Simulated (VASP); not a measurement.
Runs of VASP 6.6.1 on NaF. The structure is that of space group Fm-3m (No. 225), or close to it. The cells are those of the table. 

```tsv
task	level	potentials or basis	cell	k mesh	cutoff (eV)	smearing	dipole correction	grid for exact exchange (PRECFOCK)	share of exact exchange	screening parameter	tolerance level	gap on the mesh (eV)	pressure (GPa)
single point	PBE	VASP PAW PBE potentials, release 64 (Na_pv, F)	a = 3.281 Å, angles 60.0°, 2 atoms	6 × 6 × 6	520	fermi-dirac 0.05 eV	no	-	-	-	-	(b)	1.8
single point	PBE0	VASP PAW PBE potentials, release 64 (Na_pv, F)	a = 3.237 Å, angles 60.0°, 2 atoms	6 × 6 × 6	520	fermi-dirac 0.05 eV	no	Normal	0.25	-	-	9.45	2.2
single point	HSE06	VASP PAW PBE potentials, release 64 (Na_pv, F)	a = 3.345 Å, angles 60.0°, 2 atoms	6 × 6 × 6	520	fermi-dirac 0.05 eV	no	Normal	0.25	0.2079 1/Å	-	8.09	-2.5
band structure	SCAN	VASP PAW PBE potentials, release 64 (Na_pv, F)	a = 3.281 Å, angles 60.0°, 2 atoms	7 × 7 × 7	460	gaussian 0.03 eV	-	-	-	-	screening	7.03	(a)
single point	PBEsol+D3(BJ)	VASP PAW PBE potentials, release 64 (Na_pv, F)	a = 3.281 Å, angles 60.0°, 2 atoms	10 × 10 × 10	520	fermi-dirac 0.05 eV	no	-	-	-	-	6.14	-2.6
single point	LDA	VASP PAW LDA potentials, release 64 (Na_pv, F)	a = 3.281 Å, angles 60.0°, 2 atoms	6 × 6 × 6	520	fermi-dirac 0.05 eV	no	-	-	-	-	5.94	-4.5
single point	PBEsol+D3(BJ)	VASP PAW PBE potentials, release 64 (Na_pv, F)	a = 3.226 Å, angles 60.0°, 2 atoms	10 × 10 × 10	520	fermi-dirac 0.05 eV	no	-	-	-	-	6.41	0.0
single point	PBE-based screened hybrid with 50 % exact exchange	VASP PAW PBE potentials, release 64 (Na_pv, F)	a = 3.281 Å, angles 60.0°, 2 atoms	6 × 6 × 6	520	fermi-dirac 0.05 eV	no	Normal	0.5	0.20787 1/Å	-	10.64	-1.6
single point	PBEsol+D3(BJ)	VASP PAW PBE potentials, release 64 (Na_pv, F)	a = 3.233 Å, angles 60.0°, 2 atoms	10 × 10 × 10	520	fermi-dirac 0.05 eV	no	-	-	-	-	6.37	(d)
single point	HSE06	VASP PAW PBE potentials, release 64 (Na_pv, F)	a = 3.237 Å, angles 60.0°, 2 atoms	6 × 6 × 6	520	fermi-dirac 0.05 eV	no	Normal	0.25	0.2079 1/Å	-	8.67	(c)
```

Alike in all rows: no spin polarisation.

Problem. Estimate the missing entries.

Solution. (a) -2.9; (b) 6.28; (c) 2.3; (d) -0.4.

Caveats: the PAW data sets were made with another functional, which shifts forces and pressure a little (at least some runs); three body term missing (at least some runs); the cutoff is under 1.25 times the usual one of these potentials, so pressure, stress and relaxed cells hold a basis-set (Pulay) error (at least some runs); the cell stands under tension (at least some runs).

A k mesh can miss the band edges.
